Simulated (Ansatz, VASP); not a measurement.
**One calculation of SnO, two programs**

The input INCAR:

```
SYSTEM = SnO
ALGO     = Normal         ! electronic algorithm
EDIFF    = 1E-8           ! SCF threshold, eV
ENCUT    = 520            ! plane-wave cutoff, eV
GGA      = PS             ! functional
GGA_COMPAT= .FALSE.      
ISIF     = 2              ! what is computed and relaxed
ISMEAR   = -1             ! smearing method
LASPH    = .TRUE.         ! aspherical terms in the spheres
LCHARG   = .FALSE.        ! write CHGCAR
LEFG     = .TRUE.       
LREAL    = .FALSE.        ! projectors in reciprocal space
LWAVE    = .FALSE.        ! write WAVECAR
NBANDS   = 28             ! bands
NELM     = 120            ! most SCF steps
PREC     = Accurate       ! precision mode
SIGMA    = 0.15           ! smearing width, eV
```

Contents of KPOINTS:

```
k-points
0
G
  12 12 10
  0 0 0
```

File POSCAR:

```
SnO
1.0
    3.8008284495      0.0000000000      0.0000000000
    0.0000000000      3.8008284495      0.0000000000
    0.0000000000      0.0000000000      4.7352583715
Sn O
2 2
Direct
    0.5000000000      0.0000000000      0.2439022707
    0.0000000000      0.5000000000      0.7560977293
    0.0000000000      0.0000000000      0.0000000000
    0.5000000000      0.5000000000      0.0000000000
```

Input for Ansatz:

```yaml
crystal:
  lattice:
    - [3.8008284495, 0.0, 0.0]
    - [0.0, 3.8008284495, 0.0]
    - [0.0, 0.0, 4.7352583715]
  atoms:
    - { symbol: Sn, position: [0.5, 0.0, 0.2439022707] }
    - { symbol: Sn, position: [0.0, 0.5, 0.7560977293] }
    - { symbol: O, position: [0.0, 0.0, 0.0] }
    - { symbol: O, position: [0.5, 0.5, 0.0] }
basis:
  ecutwfc: 420
kpoints:
  mp_grid: { grid: [12, 12, 10] }
hamiltonian:
  xc: pbesol
scf:
  occupations: { method: fermi_dirac, width: 0.15 }
output:
  forces: true
  stress: true
  eigenvalues: true
  efg: {}
checkpoint:
  read: start.run
  write: ck
  compress: false
  write_wavefunctions: false
  write_every: 100000
```

Alike in both runs: task electric field gradients; functional PBEsol; k mesh 12 × 12 × 10; occupations fermi-dirac, width 0.15 eV; no spin polarisation.

|  | VASP | Ansatz |
| --- | --- | --- |
| version | VASP 6.6.1 | Ansatz 0.2.0 |
| potentials or method | VASP PAW PBE potentials, release 64 (Sn_d, O), cutoff 520 eV | scalar-relativistic, plane waves, PAW |
| valence electrons in the cell | 40 | 40 |

VASP gave:

* gap on the k mesh at the Fermi level (eV): none
* pressure (GPa): 0.2
* rms of the force components (eV/Å): 0.035
* size of Vzz on the site where it differs most (V/Å²): 157.9

Task: Which values does Ansatz return?

Result: gap on the k mesh at the Fermi level (eV): none; pressure (GPa): 0.0; rms of the force components (eV/Å): 0.000; size of Vzz on the site where it differs most (V/Å²): 166.0.

VASP's potentials were made for PBE, not for PBEsol. Atom by atom the forces differ by 0.035 eV/Å (rms over components). A gap of «none» marks a metal or a gap that the smearing closes. The functional is the same, so the differences come from potentials, cutoffs and numerics.
